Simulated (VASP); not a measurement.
Runs of VASP 6.6.1 on MgO. The structure is that of space group Fm-3m (No. 225), or close to it. The cells are those of the table. 

```csv
cell,gap on the mesh (eV),pressure (GPa)
"a = 3.020, b = 2.997, c = 2.997 Å, angles 60.5, 59.8, 59.8°, 2 atoms",4.46,(a)
"a = 3.020, b = 3.111, c = 3.111 Å, angles 58.1, 61.0, 61.0°, 2 atoms",3.73,-9.0
"a = 3.020, b = 3.065, c = 3.065 Å, angles 59.0, 60.5, 60.5°, 2 atoms",4.02,-6.1
"a = 3.020, b = 3.100, c = 3.100 Å, angles 58.3, 60.9, 60.9°, 2 atoms",(b),-8.3
"a = 3.020, b = 3.042, c = 3.042 Å, angles 59.5, 60.2, 60.2°, 2 atoms",4.18,-4.4
"a = 3.020, b = 3.088, c = 3.088 Å, angles 58.5, 60.7, 60.7°, 2 atoms",3.87,(c)
"a = 3.020, b = 2.975, c = 2.975 Å, angles 61.0, 59.5, 59.5°, 2 atoms",4.59,2.5
```

Alike in all rows: task single point; level PBE; potentials or basis VASP PAW PBE potentials, release 64 (Mg, O); no spin polarisation; k mesh 10 × 10 × 10; cutoff (eV) 520; smearing gaussian 0.05 eV.

Fill in the values left out.

(a) -0.2; (b) 3.80; (c) -7.7.

